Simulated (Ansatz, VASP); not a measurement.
**Cs: VASP beside Ansatz**

```xyz
1
Lattice="0.0000 3.7887 3.7887 3.7887 0.0000 3.7887 3.7887 3.7887 0.0000" Properties=species:S:1:pos:R:3 pbc="T T T"
Cs    0.0000    0.0000    0.0000
```

Alike in both runs: task single point; functional r2SCAN; k mesh 8 × 8 × 8; occupations fermi-dirac, width 0.1 eV; no spin polarisation.

|  | VASP | Ansatz |
| --- | --- | --- |
| version | VASP 6.6.1 | Ansatz 0.2.0 |
| potentials or method | VASP PAW PBE potentials, release 64 (Cs_sv), cutoff 550 eV | plane waves (500 eV) with PAW, scalar-relativistic |
| valence electrons in the cell | 9 | 9 |

```csv
,VASP,Ansatz,Ansatz less VASP
pressure (GPa),0.3,0.3,0.00
```

VASP's potentials were made for PBE, not for r2SCAN.

Neither program's run includes spin-orbit coupling.
